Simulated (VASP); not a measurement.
# SnO (Fm-3m) in VASP: relaxation of cell and atoms with PBE

Aim: the relaxation of cell and atoms of SnO with PBE.

Program: VASP 6.6.1. These are calculated values, not measurements. Logs are shortened: lines on timing, memory, paths and dates and some standing lists are left out, and cuts for length are marked.

### 1 The cell of the first run

Symmetry: Fm-3m, No. 225, cubic system. Conventional cell: a = 4.227 Å, b = 4.227 Å, c = 4.227 Å, α = 90.00°, β = 90.00°, γ = 90.00°. Within 2.8 Å of Sn (site symmetry m-3m) lie 6 O at 2.11 Å. Within 2.8 Å of O (site symmetry m-3m) lie 6 Sn at 2.11 Å.

### 2 Relaxation of cell and atoms, PBE

INCAR

```
SYSTEM = SnO
ALGO     = Normal         ! electronic algorithm
EDIFF    = 1E-7           ! SCF threshold, eV
EDIFFG   = -0.05          ! ionic threshold
ENCUT    = 1340           ! plane-wave cutoff, eV
GGA      = PE             ! functional
GGA_COMPAT= .FALSE.      
IBRION   = 2              ! ionic algorithm
ISIF     = 3              ! what is computed and relaxed
ISMEAR   = 0              ! smearing method
LASPH    = .TRUE.         ! aspherical terms in the spheres
LCHARG   = .FALSE.        ! write CHGCAR
LREAL    = .FALSE.        ! projectors in reciprocal space
LWAVE    = .FALSE.        ! write WAVECAR
NELM     = 120            ! most SCF steps
NELMIN   = 4            
NSW      = 80             ! ionic steps
PREC     = Accurate       ! precision mode
SIGMA    = 0.1            ! smearing width, eV
```

KPOINTS

```
k-points
0
G
  8 8 8
  0 0 0
```

POSCAR

```
SnO
1.0
    0.0000000000      2.1135437454      2.1135437454
    2.1135437454      0.0000000000      2.1135437454
    2.1135437454      2.1135437454      0.0000000000
Sn O
1 1
Direct
    0.0000000000      0.0000000000      0.0000000000
    0.5000000000      0.5000000000      0.5000000000
```

Potentials or basis: VASP PAW PBE potentials, release 64 (Sn_d, O_h).

Command:

```bash
$ cat potpaw_PBE.64/Sn_d/POTCAR potpaw_PBE.64/O_h/POTCAR > POTCAR
$ mpirun -np 1 vasp_std > vasp.out
```

OUTCAR:

```text
SYSTEM = SnO
   EDIFF = 1E-7
   EDIFFG = -0.05
   ENCUT = 1340
   GGA = PE
   IBRION = 2
   ISIF = 3
   ISMEAR = 0
   LASPH = .TRUE.
   LREAL = .FALSE.
   NELM = 120
   NELMIN = 4
   NSW = 80
   PREC = Accurate

 ion  position               nearest neighbor table
   1  0.000  0.000  0.000-   2 2.11   2 2.11   2 2.11   2 2.11   2 2.11   2 2.11
   2  0.500  0.500  0.500-   1 2.11   1 2.11   1 2.11   1 2.11   1 2.11   1 2.11

  LATTYP: Found a face centered cubic cell.
 ALAT       =     4.2270874908

  Lattice vectors:

 A1 = (   0.0000000000,   2.1135437454,   2.1135437454)
 A2 = (   2.1135437454,   0.0000000000,   2.1135437454)
 A3 = (   2.1135437454,   2.1135437454,   0.0000000000)

Analysis of symmetry for initial positions (statically):
=====================================================================
 Subroutine PRICEL returns:
 Original cell was already a primitive cell.

 Routine SETGRP: Setting up the symmetry group for a
 face centered cubic supercell.

 Subroutine GETGRP returns: Found 48 space group operations
 (whereof 48 operations were pure point group operations)
 out of a pool of 48 trial point group operations.

The static configuration has the point symmetry O_h .

Analysis of symmetry for dynamics (positions and initial velocities):
=====================================================================
 Subroutine PRICEL returns:
 Original cell was already a primitive cell.

 Routine SETGRP: Setting up the symmetry group for a
 face centered cubic supercell.

 Subroutine GETGRP returns: Found 48 space group operations
 (whereof 48 operations were pure point group operations)
 out of a pool of 48 trial point group operations.

The dynamic configuration has the point symmetry O_h .

 Subroutine INISYM returns: Found 48 space group operations
 (whereof 48 operations are pure point group operations),
 and found     1 'primitive' translations

----------------------------------------------------------------------------------------

                                     Primitive cell

  volume of cell :      18.8827

  direct lattice vectors                    reciprocal lattice vectors
     0.000000000  2.113543745  2.113543745    -0.236569506  0.236569506  0.236569506
     2.113543745  0.000000000  2.113543745     0.236569506 -0.236569506  0.236569506
     2.113543745  2.113543745  0.000000000     0.236569506  0.236569506 -0.236569506

  length of vectors
     2.989002229  2.989002229  2.989002229     0.409750404  0.409750404  0.409750404

  position of ions in fractional coordinates (direct lattice)
     0.000000000  0.000000000  0.000000000
     0.500000000  0.500000000  0.500000000

  ion indices of the primitive-cell ions
   primitive index   ion index
                 1           1
                 2           2

----------------------------------------------------------------------------------------

 KPOINTS: k-points

Automatic generation of k-mesh.
 Grid dimensions read from file:
 generate k-points for:    8    8    8

 Generating k-lattice:

  Cartesian coordinates                     Fractional coordinates (reciprocal lattice)
    -0.029571188  0.029571188  0.029571188     0.125000000  0.000000000  0.000000000
     0.029571188 -0.029571188  0.029571188     0.000000000  0.125000000  0.000000000
     0.029571188  0.029571188 -0.029571188     0.000000000  0.000000000  0.125000000

  Length of vectors
     0.051218801  0.051218801  0.051218801

  Shift w.r.t. Gamma in fractional coordinates (k-lattice)
     0.000000000  0.000000000  0.000000000

 Subroutine IBZKPT returns following result:
 ===========================================

 Found     29 irreducible k-points:

 Following reciprocal coordinates:
            Coordinates               Weight
  0.000000  0.000000  0.000000      1.000000
  0.125000  0.000000  0.000000      8.000000
  0.250000  0.000000  0.000000      8.000000
  0.375000  0.000000  0.000000      8.000000
  0.500000  0.000000  0.000000      4.000000
  0.125000  0.125000  0.000000      6.000000
[... 16 lines left out ...]
  0.500000  0.250000  0.125000     48.000000
 -0.375000  0.250000  0.125000     24.000000
 [... further k-points ...]
   k-points           NKPTS =     29   k-points in BZ     NKDIM =     29   number of bands    NBANDS=     14
   number of dos      NEDOS =    301   number of ions     NIONS =      2
   total plane-waves  NPLWV =  46656
   dimension x,y,z NGX =    36 NGY =   36 NGZ =   36
   dimension x,y,z NGXF=    72 NGYF=   72 NGZF=   72
   ions per type =               1   1
   NGX,Y,Z   is equivalent  to a cutoff of  20.02, 20.02, 20.02 a.u.
   NGXF,Y,Z  is equivalent  to a cutoff of  40.05, 40.05, 40.05 a.u.
 SYSTEM =  SnO
   PREC   = accura    normal or accurate (medium, high low for compatibility)
   ISTART =      0    job   : 0-new  1-cont  2-samecut
   ICHARG =      2    charge: 1-file 2-atom 10-const
   ISPIN  =      1    spin polarized calculation?
   LNONCOLLINEAR =      F non collinear calculations
   LSORBIT =      F    spin-orbit coupling
   LASPH  =      T    aspherical Exc in radial PAW
   ENCUT  = 1340.0 eV  98.49 Ry    9.92 a.u.   8.92  8.92  8.92*2*pi/ulx,y,z
   NELM   =    120;   NELMIN=  4; NELMDL= -5     # of ELM steps
   EDIFF  = 0.1E-06   stopping-criterion for ELM
   LREAL  =      F    real-space projection
   EDIFFG = -.5E-01   stopping-criterion for IOM
   NSW    =     80    number of steps for IOM
   IBRION =      2    ionic relax: 0-MD 1-quasi-New 2-CG
   NFREE  =      1    steps in history (QN), initial steepest desc. (CG)
   ISIF   =      3    stress and relaxation
   ISYM   =      2    0-nonsym 1-usesym 2-fastsym
   POTIM  = 0.5000    time-step for ionic-motion
   TEBEG  =    0.0;   TEEND  =   0.0 temperature during run
   PSTRESS=    0.0 pullay stress
   NELECT =      20.0000    total number of electrons
   NUPDOWN=      -1.0000    fix difference up-down
   EMIN   =  10.00;   EMAX   =-10.00  energy-range for DOS
   EFERMI =   0.00;   METHOD = LEGACY
   ISMEAR =     0;   SIGMA  =   0.10  broadening in eV -4-tet -1-fermi 0-gaus
   EFERMI_NEDOS =   21; number of points for ismear=-14 and -15
   IALGO  =     38    algorithm
   IMIX   =      4    mixing-type and parameters
     AMIX     =   0.40;   BMIX     =  1.00
     AMIX_MAG =   1.60;   BMIX_MAG =  1.00
  volume/ion in A,a.u.               =       9.44        63.71
  Fermi-wavevector in a.u.,A,eV,Ry     =   1.668772  3.153521 37.889490  2.784799
  Thomas-Fermi vector in A             =   2.754561
   LORBIT       =      0    0 simple, 1 ext, 2 COOP (PROOUT), +10 PAW based schemes
   GGA     = PE    functional components
   LHFCALC =     F    Hartree Fock is set to
   AEXX    =    0.0000 exact exchange contribution
   IVDW    =     0    specifies the selected vdW correction
   LEPSILON=     F    determine dielectric tensor
   LRPA    =     F    only Hartree local field effects (RPA)
 conjugate gradient relaxation of ions
 non-spin polarized calculation
 Gauss-broadening in eV      SIGMA  =   0.10
  energy-cutoff  :     1340.00
  volume of cell :       18.88
 maximum number of plane-waves:      2129
   NGX = 17   NGY = 17   NGZ = 17

--------------------------------------- Ionic step        1  -------------------------------------------

 number of electron      20.0000001 magnetization

 Free energy of the ion-electron system (eV)
  ---------------------------------------------------
  ext. energy  EPLUGINS =         0.00000000
  ---------------------------------------------------
  free energy    TOTEN  =        -5.35984483 eV

  energy without entropy =       -5.35984433  energy(sigma->0) =       -5.35984458

 E-fermi :  19.1276     XC(G=0): -13.9922

 val. band max:       18.8232456576   @ k =  -0.2500   0.3750   0.1250
 cond. band min:      19.4320088427   @ k =  -0.3750   0.2500   0.1250
 fundamental gap:      0.6087631850
 Fermi energy:        19.1276290174

 k-point     1 :       0.0000    0.0000    0.0000
  band No.  band energies     occupation
      1      -7.0687      2.00000
      2      -4.8018      2.00000
      3      -4.8018      2.00000
      4      -4.8018      2.00000
      5      -4.5856      2.00000
      6      -4.5856      2.00000
      7      10.8957      2.00000
      8      10.8957      2.00000
      9      10.8957      2.00000
     10      11.8187      2.00000
     11      26.9261      0.00000
     12      29.5375      0.00000
     13      29.5375      0.00000
     14      29.5375      0.00000
[... 938 lines left out ...]
 POSITION                                       TOTAL-FORCE (eV/Angst)
 -----------------------------------------------------------------------------------
      0.00000      0.00000      0.00000         0.000000      0.000000      0.000000
      2.58865      2.58865      2.58865        -0.000000     -0.000000     -0.000000
 -----------------------------------------------------------------------------------
    total drift:                                0.000000      0.000000      0.000000

  FREE ENERGIE OF THE ION-ELECTRON SYSTEM (eV)
  ---------------------------------------------------
  free  energy   TOTEN  =       -10.4612687983 eV

  energy  without entropy=      -10.4612687983  energy(sigma->0) =      -10.46126880

--------------------------------------- Ionic step        5  -------------------------------------------

 number of electron      20.0000000 magnetization

 Free energy of the ion-electron system (eV)
  ---------------------------------------------------
  ext. energy  EPLUGINS =         0.00000000
  ---------------------------------------------------
  free energy    TOTEN  =       -10.47451946 eV

  energy without entropy =      -10.47451946  energy(sigma->0) =      -10.47451946

 E-fermi :   7.9184     XC(G=0): -10.7330

 val. band max:        7.4777326661   @ k =  -0.2500   0.2500   0.0000
 cond. band min:       8.3672627015   @ k =   0.5000   0.1250   0.0000
 fundamental gap:      0.8895300354
 Fermi energy:         7.9184360070

 k-point     1 :       0.0000    0.0000    0.0000
  band No.  band energies     occupation
      1     -13.7367      2.00000
      2     -13.7367      2.00000
      3     -13.7367      2.00000
      4     -13.6717      2.00000
      5     -13.6717      2.00000
      6     -10.7353      2.00000
      7       1.0826      2.00000
      8       4.5942      2.00000
      9       4.5942      2.00000
     10       4.5942      2.00000
     11      15.3590      0.00000
     12      15.3590      0.00000
     13      15.3590      0.00000
     14      17.8236      0.00000
[... 413 lines left out ...]
 POSITION                                       TOTAL-FORCE (eV/Angst)
 -----------------------------------------------------------------------------------
      0.00000      0.00000      0.00000         0.000000      0.000000      0.000000
      2.55549      2.55549      2.55549        -0.000000     -0.000000     -0.000000
 -----------------------------------------------------------------------------------
    total drift:                                0.000000      0.000000      0.000000

  FREE ENERGIE OF THE ION-ELECTRON SYSTEM (eV)
  ---------------------------------------------------
  free  energy   TOTEN  =       -10.4745194565 eV

  energy  without entropy=      -10.4745194565  energy(sigma->0) =      -10.47451946

 reached required accuracy - stopping structural energy minimisation
```

Wall time 61 s (1 thread of Intel Xeon 6975P-C (Granite Rapids), shared host); peak memory 0.23 GiB.

Results:

```yaml
Free_energy: -10.4745 eV
Relaxed_volume: 16.69 Å³/atom
Relaxed_cell: a = 3.614 Å, b = 3.614 Å, c = 3.614 Å, α = 60.00°, β = 60.00°, γ = 60.00°
Space_group_after_relaxing_to_0.1_Å: Fm-3m (No. 225)
Energy_gained_by_relaxing: 2557.3 meV/atom
Ionic_steps: 5
Pressure_after_relaxing: 0.2 GPa
Band_gap_on_the_k_mesh: 0.89 eV (least direct gap 0.93 eV)
```

The path:
| step | energy change (eV) | largest force (eV/Å) | pressure (GPa) | volume (Å³) |
| --- | --- | --- | --- | --- |
| 1 | 0.0000 | 0.0000 | 184.75 | 18.88 |
| 2 | -1.5189 | 0.0000 | -23.62 | 67.00 |
| 3 | -5.0681 | 0.0000 | -5.85 | 35.85 |
| 4 | -5.1014 | 0.0000 | -3.30 | 34.69 |
| 5 | -5.1147 | 0.0000 | 0.17 | 33.38 |

Final structure:
```yaml
crystal:
  lattice:
    - [0.00000, 2.55549, 2.55549]
    - [2.55549, 0.00000, 2.55549]
    - [2.55549, 2.55549, 0.00000]
  atoms:
    - { symbol: Sn, position: [0.00000, 0.00000, 0.00000] }
    - { symbol: O, position: [0.50000, 0.50000, 0.50000] }
```

Caveat: the volume moved by over 15 % at a fixed basis, so the end points are rough; spin-orbit coupling is left out, which moves the levels of the heavy elements.
